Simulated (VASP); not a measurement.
# Te2Mo (P6_3/mmc) in VASP: notebook

Runs on Te2Mo. Level: LDA. Tasks: single point, relaxation of cell and atoms.

Program: VASP 6.6.1. These are calculated values, not measurements. Logs are shortened: lines on timing, memory, paths and dates and some standing lists are left out, and cuts for length are marked.

## Step 1: The cell of the first run

The structure is hexagonal, space group P6_3/mmc (No. 194). The conventional cell has a = 3.445 Å, b = 3.445 Å, c = 13.432 Å, α = 90.00°, β = 90.00°, γ = 120.00°. Te (site symmetry 3m) has 3 Mo at 2.68 Å and 6 Te at 3.45 Å within 3.5 Å. Mo (site symmetry -6m2) has 6 Te at 2.68 Å and 6 Mo at 3.45 Å within 3.5 Å.

## Step 2: Single point, LDA

INCAR reads:

```
SYSTEM = Te2Mo
ALGO = Normal
EDIFF = 1E-6
ENCUT = 520
GGA = CA
ISIF = 2
ISMEAR = 0
LASPH = .True.
LCHARG = .False.
LREAL = .False.
LWAVE = .False.
NBANDS = 35
NELM = 100
PREC = Accurate
SIGMA = 0.01
```

KPOINTS reads:

```
k-points
0
Gamma
  6 6 2
  0 0 0
```

POSCAR reads:

```
Te2Mo
1.0
    3.4453149764      0.0000000000      0.0000000000
   -1.7226574882      2.9837302936      0.0000000000
    0.0000000000      0.0000000000     13.4321180384
Te Mo
4 2
Direct
    0.3333333333      0.6666666667      0.6159933178
    0.6666666667      0.3333333333      0.1159933178
    0.3333333333      0.6666666667      0.8840066822
    0.6666666667      0.3333333333      0.3840066822
    0.3333333333      0.6666666667      0.2500000000
    0.6666666667      0.3333333333      0.7500000000
```

Potentials or basis: VASP PAW LDA potentials, release 64 (Te, Mo_sv).

Launch:

```console
> cat potpaw_LDA.64/Te/POTCAR potpaw_LDA.64/Mo_sv/POTCAR > POTCAR
> mpirun -np 1 vasp_std > vasp.out
```

OUTCAR:

```text
SYSTEM = Te2Mo
   EDIFF = 1E-6
   ENCUT = 520
   GGA = CA
   ISIF = 2
   ISMEAR = 0
   LASPH = .True.
   LREAL = .False.
   NELM = 100
   PREC = Accurate

 ion  position               nearest neighbor table
   1  0.333  0.667  0.616-   6 2.68   6 2.68   6 2.68   3 3.60
   2  0.667  0.333  0.116-   5 2.68   5 2.68   5 2.68   4 3.60
   3  0.333  0.667  0.884-   6 2.68   6 2.68   6 2.68   1 3.60
   4  0.667  0.333  0.384-   5 2.68   5 2.68   5 2.68   2 3.60
   5  0.333  0.667  0.250-   2 2.68   4 2.68   2 2.68   4 2.68   2 2.68   4 2.68
   6  0.667  0.333  0.750-   1 2.68   3 2.68   1 2.68   3 2.68   1 2.68   3 2.68

  LATTYP: Found a hexagonal cell.
 ALAT       =     3.4453149764
 C/A-ratio  =     3.8986618438

  Lattice vectors:

 A1 = (   3.4453149764,   0.0000000000,   0.0000000000)
 A2 = (  -1.7226574882,   2.9837302936,   0.0000000000)
 A3 = (   0.0000000000,   0.0000000000,  13.4321180384)

Analysis of symmetry for initial positions (statically):
=====================================================================
 Subroutine PRICEL returns:
 Original cell was already a primitive cell.

 Routine SETGRP: Setting up the symmetry group for a
 hexagonal supercell.

 Subroutine GETGRP returns: Found 24 space group operations
 (whereof 12 operations were pure point group operations)
 out of a pool of 24 trial point group operations.

The static configuration has the point symmetry D_3d.
 The point group associated with its full space group is D_6h.

Analysis of symmetry for dynamics (positions and initial velocities):
=====================================================================
 Subroutine PRICEL returns:
 Original cell was already a primitive cell.

 Routine SETGRP: Setting up the symmetry group for a
 hexagonal supercell.

 Subroutine GETGRP returns: Found 24 space group operations
 (whereof 12 operations were pure point group operations)
 out of a pool of 24 trial point group operations.

The dynamic configuration has the point symmetry D_3d.
 The point group associated with its full space group is D_6h.

 Subroutine INISYM returns: Found 24 space group operations
 (whereof 12 operations are pure point group operations),
 and found     1 'primitive' translations

----------------------------------------------------------------------------------------
[... 90 lines left out ...]
   EDIFF  = 0.1E-05   stopping-criterion for ELM
   LREAL  =      F    real-space projection
   EDIFFG = 0.1E-04   stopping-criterion for IOM
   NSW    =      0    number of steps for IOM
   IBRION =     -1    ionic relax: 0-MD 1-quasi-New 2-CG
   NFREE  =      0    steps in history (QN), initial steepest desc. (CG)
   ISIF   =      2    stress and relaxation
   ISYM   =      2    0-nonsym 1-usesym 2-fastsym
   POTIM  = 0.5000    time-step for ionic-motion
   TEBEG  =    0.0;   TEEND  =   0.0 temperature during run
   PSTRESS=    0.0 pullay stress
   NELECT =      52.0000    total number of electrons
   NUPDOWN=      -1.0000    fix difference up-down
   EMIN   =  10.00;   EMAX   =-10.00  energy-range for DOS
   EFERMI =   0.00;   METHOD = LEGACY
   ISMEAR =     0;   SIGMA  =   0.01  broadening in eV -4-tet -1-fermi 0-gaus
   EFERMI_NEDOS =   21; number of points for ismear=-14 and -15
   IALGO  =     38    algorithm
   IMIX   =      4    mixing-type and parameters
     AMIX     =   0.40;   BMIX     =  1.00
     AMIX_MAG =   1.60;   BMIX_MAG =  1.00
  volume/ion in A,a.u.               =      23.01       155.30
  Fermi-wavevector in a.u.,A,eV,Ry     =   1.182220  2.234072 19.016101  1.397644
  Thomas-Fermi vector in A             =   2.318478
   LORBIT       =      0    0 simple, 1 ext, 2 COOP (PROOUT), +10 PAW based schemes
   GGA     = CA    functional components
   LHFCALC =     F    Hartree Fock is set to
   AEXX    =    0.0000 exact exchange contribution
   IVDW    =     0    specifies the selected vdW correction
   LEPSILON=     F    determine dielectric tensor
   LRPA    =     F    only Hartree local field effects (RPA)
 non-spin polarized calculation
 Gauss-broadening in eV      SIGMA  =   0.01
  energy-cutoff  :      520.00
  volume of cell :      138.08
 maximum number of plane-waves:      3748
 NGX is ok and might be reduce to    28
   NGX = 13   NGY = 13   NGZ = 49

 number of electron      52.0000003 magnetization

 Free energy of the ion-electron system (eV)
  ---------------------------------------------------
  ext. energy  EPLUGINS =         0.00000000
  ---------------------------------------------------
  free energy    TOTEN  =       -41.22815485 eV

  energy without entropy =      -41.22815485  energy(sigma->0) =      -41.22815485

 E-fermi :   9.3848     XC(G=0): -11.0823

 val. band max:        9.2374734706   @ k =   0.0000   0.0000   0.0000
 cond. band min:       9.8617300928   @ k =   0.1667   0.1667   0.0000
 fundamental gap:      0.6242566222
 Fermi energy:         9.3847715242

 k-point     1 :       0.0000    0.0000    0.0000
  band No.  band energies     occupation
      1     -51.2797      2.00000
      2     -51.2797      2.00000
      3     -25.6884      2.00000
      4     -25.6884      2.00000
      5     -25.4948      2.00000
      6     -25.4948      2.00000
[... 521 lines left out ...]
     34      12.8775      0.00000
     35      14.2687      0.00000

------------------------ aborting loop because EDIFF is reached ----------------------------------------

  FORCE on cell =-STRESS in cart. coord.  units (eV):
  Direction    XX          YY          ZZ          XY          YZ          ZX
  --------------------------------------------------------------------------------------
  -------------------------------------------------------------------------------------
  Total        1.9129104      1.9129104      2.0699819     -0.0000000      0.0000000      0.0000000
  in kB       22.1958724     22.1958724     24.0184029     -0.0000000      0.0000000      0.0000000
  external PRESSURE =      22.8033826 kB  Pullay stress =       0.0000000 kB

 VOLUME and BASIS-vectors are now :
 -----------------------------------------------------------------------------
  energy-cutoff  :      520.00
  volume of cell :      138.08
      direct lattice vectors                 reciprocal lattice vectors
     3.445314976  0.000000000  0.000000000     0.290249224  0.167575468  0.000000000
    -1.722657488  2.983730294  0.000000000     0.000000000  0.335150936  0.000000000
     0.000000000  0.000000000 13.432118038     0.000000000  0.000000000  0.074448423

 POSITION                                       TOTAL-FORCE (eV/Angst)
 -----------------------------------------------------------------------------------
     -0.00000      1.98915      8.27409         0.000000     -0.000000     -0.059017
      1.72266      0.99458      1.55804        -0.000000      0.000000     -0.059017
     -0.00000      1.98915     11.87408         0.000000     -0.000000      0.059017
      1.72266      0.99458      5.15802        -0.000000      0.000000      0.059017
     -0.00000      1.98915      3.35803         0.000000     -0.000000      0.000000
      1.72266      0.99458     10.07409        -0.000000     -0.000000      0.000000
 -----------------------------------------------------------------------------------
    total drift:                                0.000000     -0.000000      0.000000

  FREE ENERGIE OF THE ION-ELECTRON SYSTEM (eV)
  ---------------------------------------------------
  free  energy   TOTEN  =       -41.2281548518 eV

  energy  without entropy=      -41.2281548518  energy(sigma->0) =      -41.22815485
```

OSZICAR:

```text
N       E                     dE             d eps       ncg     rms          rms(c)
DAV:   1     0.423581862611E+03    0.42358E+03   -0.26921E+04  1100   0.135E+03
DAV:   2    -0.199303208275E+02   -0.44351E+03   -0.42867E+03  1170   0.342E+02
DAV:   3    -0.420880663225E+02   -0.22158E+02   -0.21792E+02  1194   0.674E+01
DAV:   4    -0.425496089253E+02   -0.46154E+00   -0.45955E+00  1180   0.951E+00
DAV:   5    -0.425589558548E+02   -0.93469E-02   -0.93449E-02  1179   0.143E+00    0.244E+01
DAV:   6    -0.416316037754E+02    0.92735E+00   -0.47617E+00  1089   0.128E+01    0.893E+00
DAV:   7    -0.415742737631E+02    0.57330E-01   -0.36470E+00  1058   0.959E+00    0.615E+00
DAV:   8    -0.412303280567E+02    0.34395E+00   -0.94907E-01  1058   0.551E+00    0.272E+00
DAV:   9    -0.412359760344E+02   -0.56480E-02   -0.13097E-01  1135   0.164E+00    0.127E+00
DAV:  10    -0.412281026038E+02    0.78734E-02   -0.36027E-02  1087   0.116E+00    0.413E-01
DAV:  11    -0.412282517155E+02   -0.14911E-03   -0.20052E-03  1038   0.224E-01    0.229E-01
DAV:  12    -0.412282312328E+02    0.20483E-04   -0.31283E-04  1118   0.800E-02    0.188E-01
DAV:  13    -0.412281576226E+02    0.73610E-04   -0.18552E-04  1069   0.774E-02    0.719E-02
DAV:  14    -0.412281554866E+02    0.21359E-05   -0.10054E-05  1049   0.134E-02    0.420E-02
DAV:  15    -0.412281548518E+02    0.63478E-06   -0.46571E-07   558   0.442E-03
   1 F= -.41228155E+02 E0= -.41228155E+02  d E =-.463927E-98
```

stdout:

```text
POSCAR found type information on POSCAR TeMo
 POSCAR found :  2 types and       6 ions
 scaLAPACK will be used
 LDA part: xc-table for (Slater(with rela. corr.)+CA(PZ))
 , standard interpolation
 POSCAR, INCAR and KPOINTS ok, starting setup
 FFT: planning ... GRIDC
 FFT: planning ... GRID_SOFT
 FFT: planning ... GRID
 WAVECAR not read
 entering main loop
```

Wall time 2.4 min (1 thread of AMD EPYC 7R13, shared host); peak memory 0.21 GiB.

What came out:

```
Free energy            : -41.2282 eV
Pressure               : 2.3 GPa
Largest force          : 0.059 eV/Å
Band gap on the k mesh : 0.62 eV, indirect (least direct gap 0.95 eV)
```

Forces in eV/Å, atoms in the order of the input:
```
Te   0.000  0.000 -0.059
Te   0.000  0.000 -0.059
Te   0.000  0.000  0.059
Te   0.000  0.000  0.059
Mo   0.000  0.000  0.000
Mo   0.000  0.000  0.000
```

Stress tensor (GPa, compression positive):
```
2.22 0.00 0.00
0.00 2.22 0.00
0.00 0.00 2.40
```

Caveat: spin-orbit coupling is left out, which moves the levels of the heavy elements. A k mesh can miss the band edges.

## Step 3: Relaxation of cell and atoms, LDA, target pressure 2 GPa, at which the enthalpy is minimised

This run uses another cell than the first one, of 23.97 Å³/atom, 1.041 times its volume.

INCAR reads:

```
SYSTEM = Te2Mo
ALGO = Normal
EDIFF = 1E-7
EDIFFG = -0.002
ENCUT = 600
GGA = CA
IBRION = 2
ISIF = 3
ISMEAR = 0
LASPH = .TRUE.
LCHARG = .FALSE.
LREAL = .FALSE.
LWAVE = .FALSE.
NELM = 60
NSW = 100
PREC = Accurate
PSTRESS = 20.0
SIGMA = 0.01
```

KPOINTS reads:

```
k-points
0
G
  6 6 2
  0 0 0
```

POSCAR reads:

```
Te2Mo
1.0
    3.4731389094      0.0000000000      0.0000000000
   -1.7365694547      3.0078265264      0.0000000000
    0.0000000000      0.0000000000     13.7646300940
Te Mo
4 2
Direct
    0.3333333333      0.6666666667      0.6195202549
    0.6666666667      0.3333333333      0.1195202549
    0.3333333333      0.6666666667      0.8804797451
    0.6666666667      0.3333333333      0.3804797451
    0.3333333333      0.6666666667      0.2500000000
    0.6666666667      0.3333333333      0.7500000000
```

Potentials or basis: VASP PAW LDA potentials, release 64 (Te, Mo_sv).

Launch:

```console
> cat potpaw_LDA.64/Te/POTCAR potpaw_LDA.64/Mo_sv/POTCAR > POTCAR
> mpirun -np 1 vasp_std > vasp.out
```

OUTCAR:

```text
SYSTEM = Te2Mo
   EDIFF = 1E-7
   EDIFFG = -0.002
   ENCUT = 600
   GGA = CA
   IBRION = 2
   ISIF = 3
   ISMEAR = 0
   LASPH = .TRUE.
   LREAL = .FALSE.
   NELM = 60
   NSW = 100
   PREC = Accurate
   PSTRESS = 20.0

 ion  position               nearest neighbor table
   1  0.333  0.667  0.620-   6 2.69   6 2.69   6 2.69   3 3.59
   2  0.667  0.333  0.120-   5 2.69   5 2.69   5 2.69   4 3.59
   3  0.333  0.667  0.880-   6 2.69   6 2.69   6 2.69   1 3.59
   4  0.667  0.333  0.380-   5 2.69   5 2.69   5 2.69   2 3.59
   5  0.333  0.667  0.250-   2 2.69   4 2.69   2 2.69   4 2.69   2 2.69   4 2.69
   6  0.667  0.333  0.750-   1 2.69   3 2.69   1 2.69   3 2.69   1 2.69   3 2.69

  LATTYP: Found a hexagonal cell.
 ALAT       =     3.4731389094
 C/A-ratio  =     3.9631671675

  Lattice vectors:

 A1 = (   3.4731389094,   0.0000000000,   0.0000000000)
 A2 = (  -1.7365694547,   3.0078265264,   0.0000000000)
 A3 = (   0.0000000000,   0.0000000000,  13.7646300940)

Analysis of symmetry for initial positions (statically):
=====================================================================
 Subroutine PRICEL returns:
 Original cell was already a primitive cell.

 Routine SETGRP: Setting up the symmetry group for a
 hexagonal supercell.

 Subroutine GETGRP returns: Found 24 space group operations
 (whereof 12 operations were pure point group operations)
 out of a pool of 24 trial point group operations.

The static configuration has the point symmetry D_3d.
 The point group associated with its full space group is D_6h.

Analysis of symmetry for dynamics (positions and initial velocities):
=====================================================================
 Subroutine PRICEL returns:
 Original cell was already a primitive cell.

 Routine SETGRP: Setting up the symmetry group for a
 hexagonal supercell.

 Subroutine GETGRP returns: Found 24 space group operations
 (whereof 12 operations were pure point group operations)
 out of a pool of 24 trial point group operations.

[... 116 lines left out ...]
   IMIX   =      4    mixing-type and parameters
     AMIX     =   0.40;   BMIX     =  1.00
     AMIX_MAG =   1.60;   BMIX_MAG =  1.00
  volume/ion in A,a.u.               =      23.97       161.73
  Fermi-wavevector in a.u.,A,eV,Ry     =   1.166351  2.204085 18.509037  1.360376
  Thomas-Fermi vector in A             =   2.302866
   LORBIT       =      0    0 simple, 1 ext, 2 COOP (PROOUT), +10 PAW based schemes
   GGA     = CA    functional components
   LHFCALC =     F    Hartree Fock is set to
   AEXX    =    0.0000 exact exchange contribution
   IVDW    =     0    specifies the selected vdW correction
   LEPSILON=     F    determine dielectric tensor
   LRPA    =     F    only Hartree local field effects (RPA)
 conjugate gradient relaxation of ions
 non-spin polarized calculation
 Gauss-broadening in eV      SIGMA  =   0.01
  energy-cutoff  :      600.00
  volume of cell :      143.79
 maximum number of plane-waves:      4824
 NGX is ok and might be reduce to    28
   NGX = 13   NGY = 13   NGZ = 55

--------------------------------------- Ionic step        1  -------------------------------------------

 number of electron      51.9999999 magnetization

 Free energy of the ion-electron system (eV)
  ---------------------------------------------------
  ext. energy  EPLUGINS =         0.00000000
  ---------------------------------------------------
  free energy    TOTEN  =       -41.26348301 eV

  energy without entropy =      -41.26348301  energy(sigma->0) =      -41.26348301

------------------------ aborting loop because EDIFF is reached ----------------------------------------

  FORCE on cell =-STRESS in cart. coord.  units (eV):
  Direction    XX          YY          ZZ          XY          YZ          ZX
  --------------------------------------------------------------------------------------
  -------------------------------------------------------------------------------------
  Total        0.2039619      0.2039619      0.3482590     -0.0000000     -0.0000000      0.0000000
  in kB        2.2725851      2.2725851      3.8803732     -0.0000000     -0.0000000      0.0000000
  external PRESSURE =     -17.1914855 kB  Pullay stress =      20.0000000 kB
[... 109 lines left out ...]
  energy  without entropy=      -41.2474154941  energy(sigma->0) =      -41.24741549

  enthalpy is  TOTEN    =       -39.4812817947 eV   P V=        1.7661336993

[... ionic steps 4 to 13 ...]

--------------------------------------- Ionic step       14  -------------------------------------------

 number of electron      52.0000000 magnetization

------------------------ aborting loop because EDIFF is reached ----------------------------------------
[... 79 lines left out ...]
--------------------------------------- Ionic step       16  -------------------------------------------

 number of electron      52.0000000 magnetization

 Free energy of the ion-electron system (eV)
  ---------------------------------------------------
  ext. energy  EPLUGINS =         0.00000000
  ---------------------------------------------------
  free energy    TOTEN  =       -41.23141177 eV

  energy without entropy =      -41.23141177  energy(sigma->0) =      -41.23141177

 E-fermi :   9.3342     XC(G=0): -11.0804

 val. band max:        9.2230972649   @ k =   0.0000   0.0000   0.0000
 cond. band min:       9.8431762138   @ k =   0.1667   0.1667   0.0000
 fundamental gap:      0.6200789489
 Fermi energy:         9.3342430754

 k-point     1 :       0.0000    0.0000    0.0000
  band No.  band energies     occupation
      1     -51.2949      2.00000
      2     -51.2949      2.00000
      3     -25.7020      2.00000
      4     -25.7020      2.00000
      5     -25.5089      2.00000
      6     -25.5089      2.00000
[... 502 lines left out ...]
  energy  without entropy=      -41.2314117651  energy(sigma->0) =      -41.23141177

  enthalpy is  TOTEN    =       -39.5062471090 eV   P V=        1.7251646561

 reached required accuracy - stopping structural energy minimisation
```

It took 23 min on 1 thread of AMD EPYC 7R13, shared host; peak memory 0.25 GiB.

Results:

* Free energy: -41.2314 eV
* Relaxed volume: 23.03 Å³/atom
* Relaxed cell: a = 3.447 Å, b = 3.447 Å, c = 13.434 Å, α = 90.00°, β = 90.00°, γ = 120.00°
* Space group after relaxing (to 0.05 Å): P6_3/mmc (No. 194)
* Energy change on relaxing (the enthalpy is what falls): +5.3 meV/atom
* Ionic steps: 16
* Pressure after relaxing: 2.0 GPa
* Band gap on the k mesh: 0.62 eV, indirect (least direct gap 0.94 eV)

Step by step:
| step | energy change (eV) | largest force (eV/Å) | pressure (GPa) | volume (Å³) |
| --- | --- | --- | --- | --- |
| 1 | 0.0000 | 0.0587 | 0.28 | 143.79 |
| 2 | 0.0753 | 0.5680 | 4.66 | 138.51 |
| 3 | 0.0161 | 0.2739 | 2.09 | 141.48 |
| 4 | 0.0183 | 0.1488 | 2.03 | 140.51 |
| 5 | 0.0265 | 0.0407 | 2.00 | 139.68 |
| 6 | 0.0284 | 0.0224 | 2.06 | 138.92 |
| 7 | 0.0382 | 0.0104 | 2.22 | 137.75 |
| 8 | 0.0271 | 0.0543 | 1.56 | 138.65 |
| 9 | 0.0326 | 0.0308 | 1.90 | 138.17 |
| 10 | 0.0322 | 0.0310 | 2.10 | 138.20 |
| 11 | 0.0323 | 0.0027 | 1.99 | 138.19 |
| 12 | 0.0326 | 0.0003 | 2.02 | 138.16 |
| 13 | 0.0324 | 0.0019 | 2.01 | 138.18 |
| 14 | 0.0323 | 0.0021 | 2.00 | 138.19 |
| 15 | 0.0322 | 0.0024 | 2.00 | 138.19 |
| 16 | 0.0321 | 0.0001 | 2.01 | 138.20 |

Final structure:
```yaml
crystal:
  lattice:
    - [3.44663, 0.00000, 0.00000]
    - [-1.72332, 2.98487, 0.00000]
    - [0.00000, 0.00000, 13.43354]
  atoms:
    - { symbol: Te, position: [0.33333, 0.66667, 0.61577] }
    - { symbol: Te, position: [0.66667, 0.33333, 0.11577] }
    - { symbol: Te, position: [0.33333, 0.66667, 0.88423] }
    - { symbol: Te, position: [0.66667, 0.33333, 0.38423] }
    - { symbol: Mo, position: [0.33333, 0.66667, 0.25000] }
    - { symbol: Mo, position: [0.66667, 0.33333, 0.75000] }
```

Levels at points of the mesh, in eV from the valence-band top:
| k point | band 22 | band 23 | band 24 | band 25 | band 26 | band 27 | band 28 | band 29 | band 30 | band 31 |
| --- | --- | --- | --- | --- | --- | --- | --- | --- | --- | --- |
| (0.00, 0.00, 0.00) | -1.14 | -1.09 | -1.09 | -0.08 | 0.00 | 2.94 | 2.94 | 3.15 | 3.16 | 3.16 |
| (0.50, 0.00, 0.00) | -2.00 | -1.22 | -1.16 | -0.71 | -0.23 | 1.28 | 1.36 | 1.38 | 1.87 | 2.53 |
| (0.00, 0.00, 0.50) | -1.11 | -1.11 | -1.11 | -0.02 | -0.02 | 2.99 | 2.99 | 2.99 | 2.99 | 3.42 |
| (0.50, 0.00, 0.50) | -2.19 | -1.16 | -1.16 | -0.48 | -0.48 | 1.30 | 1.30 | 1.65 | 1.65 | 3.05 |

Caveat: the cell is relaxed towards a set pressure, so the enthalpy falls and the energy may rise; spin-orbit coupling is left out, which moves the levels of the heavy elements. A k mesh can miss the band edges.
